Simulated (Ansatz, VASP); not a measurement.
**WC: VASP beside Ansatz**

The input INCAR:

```
SYSTEM = WC
PREC = Accurate
ENCUT = 520
EDIFF = 1E-6
ISMEAR = 0
SIGMA = 0.15
LREAL = .FALSE.
LASPH = .TRUE.
NELM = 100
ALGO = Normal
ISIF = 2
LWAVE = .FALSE.
LCHARG = .TRUE.
GGA = PE
LELF = .TRUE.
LVHAR = .TRUE.
NBANDS = 16
```

Contents of KPOINTS:

```
Automatic mesh
0
G
  24 24 24
  0 0 0
```

POSCAR

```
WC
1.0
    2.6771034486      0.0000000000      0.0000000000
   -1.3385517243      2.3184395950      0.0000000000
    0.0000000000      0.0000000000      3.3912614836
W C
1 1
Direct
    0.0000000000      0.0000000000      0.0000000000
    0.6666666667      0.3333333333      0.5000000000
```

Input for Ansatz:

```yaml
crystal:
  lattice:
    - [2.6771034486, 0.0, 0.0]
    - [-1.3385517243, 2.318439595, 0.0]
    - [0.0, 0.0, 3.3912614836]
  atoms:
    - { symbol: W, position: [0.0, 0.0, 0.0] }
    - { symbol: C, position: [0.6666666667, 0.3333333333, 0.5] }
basis:
  ecutwfc: 420
kpoints:
  mp_grid: { grid: [24, 24, 24] }
hamiltonian:
  xc: pbe
scf:
  occupations: { method: gaussian, width: 0.15 }
output:
  forces: true
  stress: true
  eigenvalues: true
```

Alike in both runs: task single point; functional PBE; k mesh 24 × 24 × 24; occupations gaussian, width 0.15 eV; no spin polarisation.

```csv
,VASP,Ansatz
version,VASP 6.6.1,Ansatz 0.2.0
potentials or method,"VASP PAW PBE potentials, release 64 (W_sv, C), cutoff 520 eV","scalar-relativistic, plane waves, PAW"
valence electrons in the cell,18,18
```

Ansatz gave:

```
gap on the k mesh at the Fermi level (eV)                     : none
pressure (GPa)                                                : 7.5
traceless stress, the component that is largest in VASP (GPa) : -93.83
```

Task: Which values does VASP return?

Result: gap on the k mesh at the Fermi level (eV): none; pressure (GPa): 8.7; traceless stress, the component that is largest in VASP (GPa): -94.12.

A gap of «none» marks a metal or a gap that the smearing closes.

Neither program's run includes spin-orbit coupling.
